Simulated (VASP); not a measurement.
# Si (Fd-3m) in VASP: single point with LDA

Aim: the single point of Si with LDA.

All numbers are computed with VASP 6.6.1; they aren't measurements. Logs are shortened: lines on timing, memory, paths and dates and some standing lists are left out, and cuts for length are marked.

## (1) The cell of the first run

Symmetry: Fd-3m, No. 227, cubic system. The conventional cell has a = 5.402 Å, b = 5.402 Å, c = 5.402 Å, α = 90.00°, β = 90.00°, γ = 90.00°. Within 3.1 Å of Si (site symmetry -43m) lie 4 Si at 2.34 Å.

## (2) Single point, LDA

Contents of INCAR:

```
PREC = Accurate ; ENCUT = 500
EDIFF = 1E-6 ; ISMEAR = 0
SIGMA = 0.02 ; LREAL = F
LASPH = T ; NELM = 120
ALGO = Normal ; ISIF = 2
LWAVE = F ; LCHARG = F
GGA = CA ; NBANDS = 11
GGA_COMPAT = F
```

Contents of KPOINTS:

```
regular mesh
0
Gamma
  18 18 18
```

Contents of POSCAR:

```
Si
1.0
    0.0000000000      2.7009711426      2.7009711426
    2.7009711426      0.0000000000      2.7009711426
    2.7009711426      2.7009711426      0.0000000000
Si
2
Direct
    0.7500000000      0.7500000000      0.7500000000
    0.5000000000      0.5000000000      0.5000000000
```

Potentials or basis: VASP PAW LDA potentials, release 64 (Si).

Run with:

```console
$ cat potpaw_LDA.64/Si/POTCAR > POTCAR
$ mpirun -np 1 vasp_std > vasp.out
```

OUTCAR:

```text
PREC = Accurate
   ENCUT = 500
   EDIFF = 1E-6
   ISMEAR = 0
   LREAL = F
   LASPH = T
   NELM = 120
   ISIF = 2
   GGA = CA

 ion  position               nearest neighbor table
   1  0.750  0.750  0.750-   2 2.34   2 2.34   2 2.34   2 2.34
   2  0.500  0.500  0.500-   1 2.34   1 2.34   1 2.34   1 2.34

  LATTYP: Found a face centered cubic cell.
 ALAT       =     5.4019422852

  Lattice vectors:

 A1 = (   0.0000000000,   2.7009711426,   2.7009711426)
 A2 = (   2.7009711426,   0.0000000000,   2.7009711426)
 A3 = (   2.7009711426,   2.7009711426,   0.0000000000)

Analysis of symmetry for initial positions (statically):
=====================================================================
 Subroutine PRICEL returns:
 Original cell was already a primitive cell.

 Routine SETGRP: Setting up the symmetry group for a
 face centered cubic supercell.

 Subroutine GETGRP returns: Found 48 space group operations
 (whereof 24 operations were pure point group operations)
 out of a pool of 48 trial point group operations.

The static configuration has the point symmetry T_d .
 The point group associated with its full space group is O_h .

Analysis of symmetry for dynamics (positions and initial velocities):
=====================================================================
 Subroutine PRICEL returns:
 Original cell was already a primitive cell.

 Routine SETGRP: Setting up the symmetry group for a
 face centered cubic supercell.

 Subroutine GETGRP returns: Found 48 space group operations
 (whereof 24 operations were pure point group operations)
 out of a pool of 48 trial point group operations.

The dynamic configuration has the point symmetry T_d .
 The point group associated with its full space group is O_h .

 Subroutine INISYM returns: Found 48 space group operations
 (whereof 24 operations are pure point group operations),
 and found     1 'primitive' translations

----------------------------------------------------------------------------------------

                                     Primitive cell

  volume of cell :      39.4085

  direct lattice vectors                    reciprocal lattice vectors
     0.000000000  2.700971143  2.700971143    -0.185118601  0.185118601  0.185118601
     2.700971143  0.000000000  2.700971143     0.185118601 -0.185118601  0.185118601
     2.700971143  2.700971143  0.000000000     0.185118601  0.185118601 -0.185118601

  length of vectors
     3.819750021  3.819750021  3.819750021     0.320634823  0.320634823  0.320634823

  position of ions in fractional coordinates (direct lattice)
     0.750000000  0.750000000  0.750000000
     0.500000000  0.500000000  0.500000000

  ion indices of the primitive-cell ions
   primitive index   ion index
                 1           1
                 2           2

----------------------------------------------------------------------------------------

 KPOINTS: regular mesh

Automatic generation of k-mesh.
 Grid dimensions read from file:
 generate k-points for:   18   18   18

 Generating k-lattice:

  Cartesian coordinates                     Fractional coordinates (reciprocal lattice)
    -0.010284367  0.010284367  0.010284367     0.055555556  0.000000000  0.000000000
     0.010284367 -0.010284367  0.010284367     0.000000000  0.055555556  0.000000000
     0.010284367  0.010284367 -0.010284367     0.000000000  0.000000000  0.055555556

  Length of vectors
     0.017813046  0.017813046  0.017813046

  Shift w.r.t. Gamma in fractional coordinates (k-lattice)
     0.000000000  0.000000000  0.000000000

 Subroutine IBZKPT returns following result:
 ===========================================

 Found    195 irreducible k-points:

 Following reciprocal coordinates:
            Coordinates               Weight
  0.000000  0.000000  0.000000      1.000000
  0.055556  0.000000  0.000000      8.000000
  0.111111  0.000000  0.000000      8.000000
  0.166667  0.000000  0.000000      8.000000
  0.222222  0.000000  0.000000      8.000000
  0.277778  0.000000  0.000000      8.000000
[... 16 lines left out ...]
 -0.277778  0.055556  0.000000     24.000000
 -0.222222  0.055556  0.000000     24.000000
 [... further k-points ...]
   k-points           NKPTS =    195   k-points in BZ     NKDIM =    195   number of bands    NBANDS=     11
   number of dos      NEDOS =    301   number of ions     NIONS =      2
   total plane-waves  NPLWV =  21952
   dimension x,y,z NGX =    28 NGY =   28 NGZ =   28
   dimension x,y,z NGXF=    56 NGYF=   56 NGZF=   56
   ions per type =               2
   NGX,Y,Z   is equivalent  to a cutoff of  12.19, 12.19, 12.19 a.u.
   NGXF,Y,Z  is equivalent  to a cutoff of  24.37, 24.37, 24.37 a.u.
 SYSTEM =  unknown system
   PREC   = accura    normal or accurate (medium, high low for compatibility)
   ISTART =      0    job   : 0-new  1-cont  2-samecut
   ICHARG =      2    charge: 1-file 2-atom 10-const
   ISPIN  =      1    spin polarized calculation?
   LNONCOLLINEAR =      F non collinear calculations
   LSORBIT =      F    spin-orbit coupling
   LASPH  =      T    aspherical Exc in radial PAW
   ENCUT  =  500.0 eV  36.75 Ry    6.06 a.u.   6.96  6.96  6.96*2*pi/ulx,y,z
   NELM   =    120;   NELMIN=  2; NELMDL= -5     # of ELM steps
   EDIFF  = 0.1E-05   stopping-criterion for ELM
   LREAL  =      F    real-space projection
   EDIFFG = 0.1E-04   stopping-criterion for IOM
   NSW    =      0    number of steps for IOM
   IBRION =     -1    ionic relax: 0-MD 1-quasi-New 2-CG
   NFREE  =      0    steps in history (QN), initial steepest desc. (CG)
   ISIF   =      2    stress and relaxation
   ISYM   =      2    0-nonsym 1-usesym 2-fastsym
   POTIM  = 0.5000    time-step for ionic-motion
   TEBEG  =    0.0;   TEEND  =   0.0 temperature during run
   PSTRESS=    0.0 pullay stress
   NELECT =       8.0000    total number of electrons
   NUPDOWN=      -1.0000    fix difference up-down
   EMIN   =  10.00;   EMAX   =-10.00  energy-range for DOS
   EFERMI =   0.00;   METHOD = LEGACY
   ISMEAR =     0;   SIGMA  =   0.02  broadening in eV -4-tet -1-fermi 0-gaus
   EFERMI_NEDOS =   21; number of points for ismear=-14 and -15
   IALGO  =     38    algorithm
   IMIX   =      4    mixing-type and parameters
     AMIX     =   0.40;   BMIX     =  1.00
     AMIX_MAG =   1.60;   BMIX_MAG =  1.00
  volume/ion in A,a.u.               =      19.70       132.97
  Fermi-wavevector in a.u.,A,eV,Ry     =   0.962147  1.818195 12.595285  0.925727
  Thomas-Fermi vector in A             =   2.091581
   LORBIT       =      0    0 simple, 1 ext, 2 COOP (PROOUT), +10 PAW based schemes
   GGA     = CA    functional components
   LHFCALC =     F    Hartree Fock is set to
   AEXX    =    0.0000 exact exchange contribution
   IVDW    =     0    specifies the selected vdW correction
   LEPSILON=     F    determine dielectric tensor
   LRPA    =     F    only Hartree local field effects (RPA)
 non-spin polarized calculation
 Gauss-broadening in eV      SIGMA  =   0.02
  energy-cutoff  :      500.00
  volume of cell :       39.41
 maximum number of plane-waves:      1019
   NGX = 13   NGY = 13   NGZ = 13

 number of electron       8.0000001 magnetization

 Free energy of the ion-electron system (eV)
  ---------------------------------------------------
  ext. energy  EPLUGINS =         0.00000000
  ---------------------------------------------------
  free energy    TOTEN  =       -11.91987726 eV

  energy without entropy =      -11.91987726  energy(sigma->0) =      -11.91987726

 E-fermi :   6.0846     XC(G=0):  -9.6658

 val. band max:        5.9330877915   @ k =   0.0000   0.0000   0.0000
 cond. band min:       6.3841244976   @ k =   0.4444   0.4444   0.0000
 fundamental gap:      0.4510367061
 Fermi energy:         6.0846338854

 k-point     1 :       0.0000    0.0000    0.0000
  band No.  band energies     occupation
      1      -6.1335      2.00000
      2       5.9331      2.00000
      3       5.9331      2.00000
      4       5.9331      2.00000
      5       8.4641      0.00000
      6       8.4641      0.00000
      7       8.4641      0.00000
      8       9.3254      0.00000
      9      13.6692      0.00000
     10      13.6692      0.00000
     11      13.6788      0.00000

 k-point     2 :       0.0556    0.0000    0.0000
  band No.  band energies     occupation
      1      -6.0924      2.00000
      2       5.4960      2.00000
      3       5.8640      2.00000
      4       5.8640      2.00000
      5       8.5280      0.00000
      6       8.5651      0.00000
      7       8.5651      0.00000
      8       9.6212      0.00000
      9      13.5263      0.00000
     10      13.5263      0.00000
     11      13.8627      0.00000

 k-point     3 :       0.1111    0.0000    0.0000
  band No.  band energies     occupation
      1      -5.9697      2.00000
      2       4.5732      2.00000
      3       5.6910      2.00000
      4       5.6910      2.00000
      5       8.4454      0.00000
      6       8.8193      0.00000
      7       8.8193      0.00000
      8      10.4207      0.00000
      9      13.2299      0.00000
     10      13.2299      0.00000
     11      14.3488      0.00000

 k-point     4 :       0.1667    0.0000    0.0000
  band No.  band energies     occupation
      1      -5.7671      2.00000
      2       3.5253      2.00000
      3       5.4757      2.00000
      4       5.4757      2.00000
      5       8.2466      0.00000
      6       9.1190      0.00000
      7       9.1190      0.00000
      8      11.3900      0.00000
      9      12.9964      0.00000
     10      12.9964      0.00000
     11      14.8476      0.00000

 k-point     5 :       0.2222    0.0000    0.0000
  band No.  band energies     occupation
      1      -5.4881      2.00000
      2       2.4729      2.00000
      3       5.2621      2.00000
      4       5.2621      2.00000
      5       8.0238      0.00000
      6       9.3476      0.00000
      7       9.3476      0.00000
      8      12.3661      0.00000
      9      12.9896      0.00000
     10      12.9896      0.00000
     11      14.8627      0.00000
[... 211 lines left out ...]
 k-point    21 :      -0.3889    0.0556    0.0000
  band No.  band energies     occupation
      1      -4.1303      2.00000
      2      -0.4874      2.00000
      3       4.3766      2.00000
      4       4.8192      2.00000
      5       7.7695      0.00000
      6       9.3259      0.00000
      7       9.3291      0.00000
      8      13.6571      0.00000
      9      14.4785      0.00000
     10      15.1587      0.00000
     11      16.7263      0.00000

 k-point    22 :      -0.3333    0.0556    0.0000
  band No.  band energies     occupation
      1      -4.5562      2.00000
      2       0.2667      2.00000
      3       4.4297      2.00000
      4       4.9709      2.00000
      5       7.8749      0.00000
      6       9.3472      0.00000
      7       9.4687      0.00000
      8      13.4311      0.00000
      9      13.6061      0.00000
     10      14.7038      0.00000
     11      15.7371      0.00000

 k-point    23 :      -0.2778    0.0556    0.0000
  band No.  band energies     occupation
      1      -4.9741      2.00000
      2       1.1574      2.00000
      3       4.5361      2.00000
      4       5.1563      2.00000
      5       8.0250      0.00000
      6       9.3449      0.00000
      7       9.5793      0.00000
      8      12.8781      0.00000
      9      12.9442      0.00000
     10      14.6219      0.00000
     11      14.9279      0.00000

 k-point    24 :      -0.2222    0.0556    0.0000
  band No.  band energies     occupation
      1      -5.3433      2.00000
      2       2.1339      2.00000
      3       4.6957      2.00000
      4       5.3660      2.00000
      5       8.2120      0.00000
      6       9.2495      0.00000
      7       9.5739      0.00000
      8      12.2745      0.00000
      9      12.5730      0.00000
     10      13.9562      0.00000
     11      15.0415      0.00000

 [... further k-points ...]
[... 5 lines left out ...]
  --------------------------------------------------------------------------------------
  -------------------------------------------------------------------------------------
  Total        0.0115839      0.0115839      0.0115839      0.0000000     -0.0000000      0.0000000
  in kB        0.4709508      0.4709508      0.4709508      0.0000000     -0.0000000      0.0000000
  external PRESSURE =       0.4709508 kB  Pullay stress =       0.0000000 kB

 VOLUME and BASIS-vectors are now :
 -----------------------------------------------------------------------------
  energy-cutoff  :      500.00
  volume of cell :       39.41
      direct lattice vectors                 reciprocal lattice vectors
     0.000000000  2.700971143  2.700971143    -0.185118601  0.185118601  0.185118601
     2.700971143  0.000000000  2.700971143     0.185118601 -0.185118601  0.185118601
     2.700971143  2.700971143  0.000000000     0.185118601  0.185118601 -0.185118601

 POSITION                                       TOTAL-FORCE (eV/Angst)
 -----------------------------------------------------------------------------------
      4.05146      4.05146      4.05146        -0.000000      0.000000      0.000000
      2.70097      2.70097      2.70097         0.000000     -0.000000     -0.000000
 -----------------------------------------------------------------------------------
    total drift:                                0.000000      0.000000     -0.000000

  FREE ENERGIE OF THE ION-ELECTRON SYSTEM (eV)
  ---------------------------------------------------
  free  energy   TOTEN  =       -11.9198772574 eV

  energy  without entropy=      -11.9198772574  energy(sigma->0) =      -11.91987726
```

It took 93 s on 1 thread of Intel Xeon 8259CL, shared host; peak memory 0.18 GiB.

Results:

```
Free energy            : -11.9199 eV
Pressure               : 0.0 GPa
Band gap on the k mesh : 0.45 eV (least direct gap 2.53 eV)
```

Levels at points of the mesh, in eV from the valence-band top:
```
           k point  band 1  band 2  band 3  band 4  band 5  band 6  band 7  band 8
(0.00, 0.00, 0.00)  -12.07    0.00    0.00    0.00    2.53    2.53    2.53    3.39
(0.50, 0.00, 0.00)   -9.69   -7.07   -1.21   -1.21    1.49    3.29    3.29    7.54
(0.50, 0.50, 0.00)   -7.87   -7.87   -2.89   -2.89    0.57    0.57   10.11   10.11
```

A k mesh can miss the band edges.
